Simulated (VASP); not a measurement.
Input of a VASP 6.6.1 run:

The input INCAR:

```
PREC = Accurate ; ENCUT = 520
EDIFF = 1E-7 ; ISMEAR = 0
SIGMA = 0.1 ; LREAL = False
LASPH = True ; NELM = 60
ALGO = Normal ; ISIF = 2
LWAVE = False ; LCHARG = True
GGA = PE ; LELF = True
LVHAR = True ; NBANDS = 18
```

Contents of KPOINTS:

```
regular mesh
0
Gamma
  18 18 18
```

Contents of POSCAR:

```
PbF
1.0
    2.1241685131      1.2263892629      2.6427418755
   -2.1241685131      1.2263892629      2.6427418755
    0.0000000000     -2.4527785257      2.6427418755
Pb F
1 1
Direct
    0.0000000000      0.0000000000      0.0000000000
    0.5000000000      0.5000000000      0.5000000000
```

Potentials or basis: VASP PAW PBE potentials, release 64 (Pb_d, F).

Launch:

```console
$ cat potpaw_PBE.64/Pb_d/POTCAR potpaw_PBE.64/F/POTCAR > POTCAR
$ mpirun -np 1 vasp_std > vasp.out
```

**Question.** What does it give for the pressure?

**Answer.** -0.2 GPa.

Caveat: an odd number of electrons without spin polarisation forces a metal; a magnetic or distorted state may lie lower.
